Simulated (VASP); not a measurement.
# ZnSe (Stilleite) (I-4m2) in VASP: notebook

The runs below take ZnSe (Stilleite) through single point, with PBE+D3(BJ).

Everything below comes from runs of VASP 6.6.1. Logs are shortened: lines on timing, memory, paths and dates and some standing lists are left out, and cuts for length are marked.

## Step 1: The cell of the first run

The structure is tetragonal, space group I-4m2 (No. 119). Conventional cell: a = 4.074 Å, b = 4.074 Å, c = 5.483 Å, α = 90.00°, β = 90.00°, γ = 90.00°. Within 3.2 Å of Zn (site symmetry -4m2) lie 4 Se at 2.46 Å. Within 3.2 Å of Se (site symmetry -4m2) lie 4 Zn at 2.46 Å.

## Step 2: Single point, PBE+D3(BJ)

INCAR reads:

```
PREC = Accurate
ENCUT = 520
EDIFF = 1E-6
ISMEAR = -1
SIGMA = 0.02
LREAL = F
LASPH = T
NELM = 60
ALGO = Normal
ISIF = 2
LWAVE = F
LCHARG = F
GGA = PE
IVDW = 12
NBANDS = 16
```

KPOINTS reads:

```
Automatic mesh
0
Gamma
  6 6 6
```

POSCAR reads:

```
ZnSe
1.0
    0.0000000000      2.8810300000      2.7416500941
    2.8810300000      0.0000000000      2.7416500941
    2.8810300000      2.8810300000      0.0000000000
Zn Se
1 1
Direct
    0.0000000000      0.0000000000      0.0000000000
    0.2500000000      0.2500000000      0.2500000000
```

Potentials or basis: VASP PAW PBE potentials, release 64 (Zn, Se).

The run is started by

```bash
cat potpaw_PBE.64/Zn/POTCAR potpaw_PBE.64/Se/POTCAR > POTCAR
mpirun -np 1 vasp_std > vasp.out
```

OUTCAR:

```text
PREC = Accurate
   ENCUT = 520
   EDIFF = 1E-6
   ISMEAR = -1
   LREAL = F
   LASPH = T
   NELM = 60
   ISIF = 2
   GGA = PE
   IVDW = 12
 IVDW          = 12

 ion  position               nearest neighbor table
   1  0.000  0.000  0.000-   2 2.46   2 2.46   2 2.46   2 2.46
   2  0.250  0.250  0.250-   1 2.46   1 2.46   1 2.46   1 2.46

  LATTYP: Found a body centered tetragonal cell.
 ALAT       =     4.0743916996
 C/A-ratio  =     1.3457960335

  Lattice vectors:

 A1 = (   0.0000000000,  -2.8810300000,  -2.7416500941)
 A2 = (   0.0000000000,   2.8810300000,  -2.7416500941)
 A3 = (   2.8810300000,   0.0000000000,   2.7416500941)

Analysis of symmetry for initial positions (statically):
=====================================================================
 Subroutine PRICEL returns:
 Original cell was already a primitive cell.

 Routine SETGRP: Setting up the symmetry group for a
 body centered tetragonal supercell.

 Subroutine GETGRP returns: Found  8 space group operations
 (whereof  8 operations were pure point group operations)
 out of a pool of 16 trial point group operations.

The static configuration has the point symmetry D_2d.

Analysis of symmetry for dynamics (positions and initial velocities):
=====================================================================
 Subroutine PRICEL returns:
 Original cell was already a primitive cell.

 Routine SETGRP: Setting up the symmetry group for a
 body centered tetragonal supercell.

 Subroutine GETGRP returns: Found  8 space group operations
 (whereof  8 operations were pure point group operations)
 out of a pool of 16 trial point group operations.

The dynamic configuration has the point symmetry D_2d.

 Subroutine INISYM returns: Found  8 space group operations
 (whereof  8 operations are pure point group operations),
 and found     1 'primitive' translations

----------------------------------------------------------------------------------------

                                     Primitive cell

  volume of cell :      45.5132

  direct lattice vectors                    reciprocal lattice vectors
     0.000000000  2.881030000  2.741650094    -0.173549043  0.173549043  0.182371923
     2.881030000  0.000000000  2.741650094     0.173549043 -0.173549043  0.182371923
     2.881030000  2.881030000  0.000000000     0.173549043  0.173549043 -0.182371923

  length of vectors
     3.977056587  3.977056587  4.074391700     0.305774523  0.305774523  0.305774523

  position of ions in fractional coordinates (direct lattice)
     0.000000000  0.000000000  0.000000000
     0.250000000  0.250000000  0.250000000

  ion indices of the primitive-cell ions
   primitive index   ion index
                 1           1
                 2           2

----------------------------------------------------------------------------------------

 KPOINTS: Automatic mesh

Automatic generation of k-mesh.
 Grid dimensions read from file:
 generate k-points for:    6    6    6

 Generating k-lattice:

  Cartesian coordinates                     Fractional coordinates (reciprocal lattice)
    -0.028924841  0.028924841  0.030395321     0.166666667  0.000000000  0.000000000
     0.028924841 -0.028924841  0.030395321     0.000000000  0.166666667  0.000000000
     0.028924841  0.028924841 -0.030395321     0.000000000  0.000000000  0.166666667

  Length of vectors
     0.050962421  0.050962421  0.050962421

  Shift w.r.t. Gamma in fractional coordinates (k-lattice)
     0.000000000  0.000000000  0.000000000

 Subroutine IBZKPT returns following result:
 ===========================================

 Found     30 irreducible k-points:

 Following reciprocal coordinates:
            Coordinates               Weight
  0.000000  0.000000  0.000000      1.000000
  0.166667  0.000000  0.000000      8.000000
  0.333333  0.000000  0.000000      8.000000
  0.500000  0.000000  0.000000      4.000000
  0.166667  0.166667  0.000000      2.000000
  0.333333  0.166667  0.000000      8.000000
[... 16 lines left out ...]
  0.333333  0.000000  0.333333      4.000000
  0.500000  0.000000  0.333333     16.000000
 [... further k-points ...]
   k-points           NKPTS =     30   k-points in BZ     NKDIM =     30   number of bands    NBANDS=     16
   number of dos      NEDOS =    301   number of ions     NIONS =      2
   total plane-waves  NPLWV =  27000
   dimension x,y,z NGX =    30 NGY =   30 NGZ =   30
   dimension x,y,z NGXF=    60 NGYF=   60 NGZF=   60
   ions per type =               1   1
   NGX,Y,Z   is equivalent  to a cutoff of  12.54, 12.54, 12.24 a.u.
   NGXF,Y,Z  is equivalent  to a cutoff of  25.08, 25.08, 24.48 a.u.
 SYSTEM =  unknown system
   PREC   = accura    normal or accurate (medium, high low for compatibility)
   ISTART =      0    job   : 0-new  1-cont  2-samecut
   ICHARG =      2    charge: 1-file 2-atom 10-const
   ISPIN  =      1    spin polarized calculation?
   LNONCOLLINEAR =      F non collinear calculations
   LSORBIT =      F    spin-orbit coupling
   LASPH  =      T    aspherical Exc in radial PAW
   ENCUT  =  520.0 eV  38.22 Ry    6.18 a.u.   7.39  7.39  7.58*2*pi/ulx,y,z
   NELM   =     60;   NELMIN=  2; NELMDL= -5     # of ELM steps
   EDIFF  = 0.1E-05   stopping-criterion for ELM
   LREAL  =      F    real-space projection
   EDIFFG = 0.1E-04   stopping-criterion for IOM
   NSW    =      0    number of steps for IOM
   IBRION =     -1    ionic relax: 0-MD 1-quasi-New 2-CG
   NFREE  =      0    steps in history (QN), initial steepest desc. (CG)
   ISIF   =      2    stress and relaxation
   ISYM   =      2    0-nonsym 1-usesym 2-fastsym
   POTIM  = 0.5000    time-step for ionic-motion
   TEBEG  =    0.0;   TEEND  =   0.0 temperature during run
   PSTRESS=    0.0 pullay stress
   NELECT =      18.0000    total number of electrons
   NUPDOWN=      -1.0000    fix difference up-down
   EMIN   =  10.00;   EMAX   =-10.00  energy-range for DOS
   EFERMI =   0.00;   METHOD = LEGACY
   ISMEAR =    -1;   SIGMA  =   0.02  broadening in eV -4-tet -1-fermi 0-gaus
   EFERMI_NEDOS =   21; number of points for ismear=-14 and -15
   IALGO  =     38    algorithm
   IMIX   =      4    mixing-type and parameters
     AMIX     =   0.40;   BMIX     =  1.00
     AMIX_MAG =   1.60;   BMIX_MAG =  1.00
  volume/ion in A,a.u.               =      22.76       153.57
  Fermi-wavevector in a.u.,A,eV,Ry     =   1.201673  2.270834 19.647073  1.444019
  Thomas-Fermi vector in A             =   2.337476
   LORBIT       =      0    0 simple, 1 ext, 2 COOP (PROOUT), +10 PAW based schemes
   GGA     = PE    functional components
   LHFCALC =     F    Hartree Fock is set to
   AEXX    =    0.0000 exact exchange contribution
   IVDW    =    12    specifies the selected vdW correction
   LEPSILON=     F    determine dielectric tensor
   LRPA    =     F    only Hartree local field effects (RPA)
 non-spin polarized calculation
  energy-cutoff  :      520.00
  volume of cell :       45.51
 maximum number of plane-waves:      1235
 NGX is ok and might be reduce to    30

 number of electron      17.9999999 magnetization

 Free energy of the ion-electron system (eV)
  ---------------------------------------------------
  ext. energy  EPLUGINS =         0.00000000
  ---------------------------------------------------
  free energy    TOTEN  =        -6.00757164 eV

  energy without entropy =       -6.00757164  energy(sigma->0) =       -6.00757164

 E-fermi :   2.1040     XC(G=0):  -9.3226

 val. band max:        1.7230468391   @ k =   0.0000   0.0000   0.0000
 cond. band min:       2.8941803566   @ k =   0.0000   0.0000   0.0000
 fundamental gap:      1.1711335175
 Fermi energy:         2.1039932099

 k-point     1 :       0.0000    0.0000    0.0000
  band No.  band energies     occupation
      1     -11.6377      2.00000
      2      -4.9375      2.00000
      3      -4.9375      2.00000
      4      -4.9167      2.00000
      5      -4.5682      2.00000
      6      -4.5602      2.00000
[... 8 lines left out ...]
     15      12.6394      0.00000
     16      13.4244      0.00000

 k-point     2 :       0.1667    0.0000    0.0000
  band No.  band energies     occupation
      1     -11.4629      2.00000
      2      -4.9192      2.00000
      3      -4.9125      2.00000
      4      -4.8915      2.00000
      5      -4.5678      2.00000
      6      -4.5637      2.00000
[... 8 lines left out ...]
     15      12.1514      0.00000
     16      12.8002      0.00000

 k-point     3 :       0.3333    0.0000    0.0000
  band No.  band energies     occupation
      1     -11.0706      2.00000
      2      -4.8721      2.00000
      3      -4.8501      2.00000
      4      -4.7614      2.00000
      5      -4.5599      2.00000
      6      -4.5537      2.00000
[... 8 lines left out ...]
     15      12.7124      0.00000
     16      12.7688      0.00000

 k-point     4 :       0.5000    0.0000    0.0000
  band No.  band energies     occupation
      1     -10.8466      2.00000
      2      -4.8583      2.00000
      3      -4.8303      2.00000
      4      -4.5558      2.00000
      5      -4.5382      2.00000
      6      -4.4064      2.00000
[... 8 lines left out ...]
     15      14.4614      0.00000
     16      14.9495      0.00000
[... 324 lines left out ...]
 k-point    22 :      -0.3333    0.5000    0.1667
  band No.  band energies     occupation
      1     -10.5457      2.00000
      2      -4.8335      2.00000
      3      -4.7236      2.00000
      4      -4.6579      2.00000
      5      -4.5434      2.00000
      6      -4.2718      2.00000
[... 8 lines left out ...]
     15      15.4249      0.00000
     16      15.8293      0.00000

 k-point    23 :       0.3333    0.0000    0.3333
  band No.  band energies     occupation
      1     -10.8986      2.00000
      2      -4.9267      2.00000
      3      -4.7695      2.00000
      4      -4.7334      2.00000
      5      -4.5737      2.00000
      6      -4.5272      2.00000
[... 8 lines left out ...]
     15      14.5719      0.00000
     16      16.8972      0.00000

 k-point    24 :       0.5000    0.0000    0.3333
  band No.  band energies     occupation
      1     -10.6710      2.00000
      2      -4.8675      2.00000
      3      -4.7223      2.00000
      4      -4.6759      2.00000
      5      -4.5346      2.00000
      6      -4.4236      2.00000
[... 8 lines left out ...]
     15      14.9591      0.00000
     16      15.9651      0.00000

 [... further k-points ...]

------------------------ aborting loop because EDIFF is reached ----------------------------------------

 Edisp (eV)   -0.64458

 E8    (eV) :    -0.2695

  FORCE on cell =-STRESS in cart. coord.  units (eV):
  Direction    XX          YY          ZZ          XY          YZ          ZX
  --------------------------------------------------------------------------------------
  -------------------------------------------------------------------------------------
  Total      -0.19952    -0.19952     0.22681     0.00000    -0.00000     0.00000
  in kB      -7.02367    -7.02367     7.98424     0.00000    -0.00000     0.00000
  external pressure =       -2.02 kB  Pullay stress =        0.00 kB

 VOLUME and BASIS-vectors are now :
 -----------------------------------------------------------------------------
  energy-cutoff  :      520.00
  volume of cell :       45.51
      direct lattice vectors                 reciprocal lattice vectors
     0.000000000  2.881030000  2.741650094    -0.173549043  0.173549043  0.182371923
     2.881030000  0.000000000  2.741650094     0.173549043 -0.173549043  0.182371923
     2.881030000  2.881030000  0.000000000     0.173549043  0.173549043 -0.182371923

 POSITION                                       TOTAL-FORCE (eV/Angst)
 -----------------------------------------------------------------------------------
      0.00000      0.00000      0.00000         0.000000      0.000000      0.000000
      1.44051      1.44051      1.37083        -0.000000     -0.000000     -0.000000
 -----------------------------------------------------------------------------------
    total drift:                               -0.000000     -0.000000     -0.000001

  FREE ENERGIE OF THE ION-ELECTRON SYSTEM (eV)
  ---------------------------------------------------
  free  energy   TOTEN  =        -6.6521521067 eV

  energy  without entropy=       -6.6521521067  energy(sigma->0) =       -6.65215211
```

It took 19 s on 1 thread of Intel Xeon Platinum 8375C at 2.90GHz (Ice Lake), shared host; peak memory 0.18 GiB.

Results:

| Quantity | Value |
| --- | --- |
| Free energy | -6.6522 eV |
| Pressure | -0.2 GPa |
| Band gap on the k mesh | 1.17 eV, direct |
| Dispersion energy per atom | -0.322 eV |

Caveat: three body term missing. A hybrid or GW would open this gap; PBE tends to underestimate it.

## Step 3: Single point, PBE+D3(BJ)

INCAR reads:

```
SYSTEM = ZnSe
  ALGO = Normal
  EDIFF = 1E-6
  ENCUT = 520
  GGA = PE
  ISIF = 2
  ISMEAR = -1
  IVDW = 12
  LASPH = .True.
  LCHARG = .False.
  LREAL = .False.
  LWAVE = .False.
  NBANDS = 16
  NELM = 60
  PREC = Accurate
  SIGMA = 0.02
```

KPOINTS reads:

```
k-points
0
Gamma
  6 6 6
  0 0 0
```

POSCAR reads:

```
ZnSe
1.0
    0.0000000000      2.9282600000      2.6539229969
    2.9282600000      0.0000000000      2.6539229969
    2.9282600000      2.9282600000      0.0000000000
Zn Se
1 1
Direct
    0.0000000000      0.0000000000      0.0000000000
    0.2500000000      0.2500000000      0.2500000000
```

Potentials or basis: VASP PAW PBE potentials, release 64 (Zn, Se).

The run is started by

```bash
cat potpaw_PBE.64/Zn/POTCAR potpaw_PBE.64/Se/POTCAR > POTCAR
mpirun -np 1 vasp_std > vasp.out
```

It took 19 s on 1 thread of Intel Xeon Platinum 8375C at 2.90GHz (Ice Lake), shared host; peak memory 0.19 GiB.

It converged, with:

```
Free energy                : -6.6326 eV
Pressure                   : -0.4 GPa
Band gap on the k mesh     : 1.06 eV, direct
Dispersion energy per atom : -0.322 eV
```

Stress tensor (GPa, compression positive):
```
-1.25  0.00  0.00
 0.00 -1.25  0.00
 0.00  0.00  1.43
```

Levels at points of the mesh, in eV from the valence-band top:
```csv
k point,band 5,band 6,band 7,band 8,band 9,band 10,band 11,band 12,band 13,band 14
"(0.00, 0.00, 0.00)",-6.38,-6.36,-0.30,-0.30,0.00,1.06,5.65,5.69,5.69,9.74
"(0.50, 0.00, 0.00)",-6.33,-6.21,-5.38,-1.31,-0.79,2.25,5.83,6.72,8.45,10.65
"(0.50, 0.50, 0.00)",-6.31,-6.11,-4.54,-2.69,-2.69,2.55,2.66,10.99,10.99,11.10
"(0.50, 0.00, 0.50)",-6.33,-6.23,-5.10,-2.25,-2.07,2.96,3.61,10.13,10.37,11.16
```

Caveat: three body term missing.

## Step 4: Single point, PBE+D3(BJ)

This run uses another cell than the first one, of the same volume but with other edges.

INCAR reads:

```
ALGO = Normal
EDIFF = 1E-6
ENCUT = 520
GGA = PE
ISIF = 2
ISMEAR = -1
IVDW = 12
LASPH = True
LCHARG = False
LREAL = False
LWAVE = False
NBANDS = 16
NELM = 100
PREC = Accurate
SIGMA = 0.02
```

KPOINTS reads:

```
k-points
0
Gamma
  6 6 6
```

POSCAR reads:

```
ZnSe
1.0
    0.0000000000      2.9754900000      2.5703401361
    2.9754900000      0.0000000000      2.5703401361
    2.9754900000      2.9754900000      0.0000000000
Zn Se
1 1
Direct
    0.0000000000      0.0000000000      0.0000000000
    0.2500000000      0.2500000000      0.2500000000
```

The run is started by

```bash
cat potpaw_PBE.64/Zn/POTCAR potpaw_PBE.64/Se/POTCAR > POTCAR
mpirun -np 1 vasp_std > vasp.out
```

Wall time 19 s (1 thread of Intel Xeon Platinum 8375C at 2.90GHz (Ice Lake), shared host); peak memory 0.19 GiB.

The run converged. Its results:

| Property | Result |
| --- | --- |
| Free energy | -6.6038 eV |
| Pressure | -0.6 GPa |
| Band gap on the k mesh | 0.96 eV, direct |
| Dispersion energy per atom | -0.322 eV |

Stress tensor (GPa, compression positive):
```
-1.85  0.00  0.00
 0.00 -1.85  0.00
 0.00  0.00  1.76
```

Levels at points of the mesh, in eV from the valence-band top:
| k point | band 5 | band 6 | band 7 | band 8 | band 9 | band 10 | band 11 | band 12 | band 13 | band 14 |
| --- | --- | --- | --- | --- | --- | --- | --- | --- | --- | --- |
| (0.00, 0.00, 0.00) | -6.44 | -6.42 | -0.40 | -0.40 | 0.00 | 0.96 | 5.65 | 5.72 | 5.72 | 9.70 |
| (0.50, 0.00, 0.00) | -6.39 | -6.28 | -5.40 | -1.47 | -0.75 | 2.09 | 5.61 | 6.98 | 8.47 | 10.46 |
| (0.50, 0.50, 0.00) | -6.36 | -6.14 | -4.39 | -2.89 | -2.89 | 2.31 | 2.42 | 10.88 | 10.88 | 11.26 |
| (0.50, 0.00, 0.50) | -6.41 | -6.31 | -5.22 | -2.22 | -1.96 | 2.99 | 3.73 | 9.81 | 9.92 | 10.86 |

Caveat: three body term missing. A hybrid or GW would open this gap; PBE tends to underestimate it.

## Step 5: Overview

```tsv
cell	gap on the mesh (eV)	pressure (GPa)
a = 3.977, b = 3.977, c = 4.074 Å, angles 59.2, 59.2, 61.6°, 2 atoms	1.17	-0.2
a = 3.952, b = 3.952, c = 4.141 Å, angles 58.4, 58.4, 63.2°, 2 atoms	1.06	-0.4
a = 3.932, b = 3.932, c = 4.208 Å, angles 57.6, 57.6, 64.7°, 2 atoms	0.96	-0.6
```

Alike in all rows: task single point; level PBE+D3(BJ); potentials or basis VASP PAW PBE potentials, release 64 (Zn, Se); no spin polarisation; k mesh 6 × 6 × 6; cutoff (eV) 520; smearing fermi-dirac 0.02 eV.

Caveats: three body term missing.

Total energies depend on the potentials used, so only differences within one code and one set of settings carry meaning.
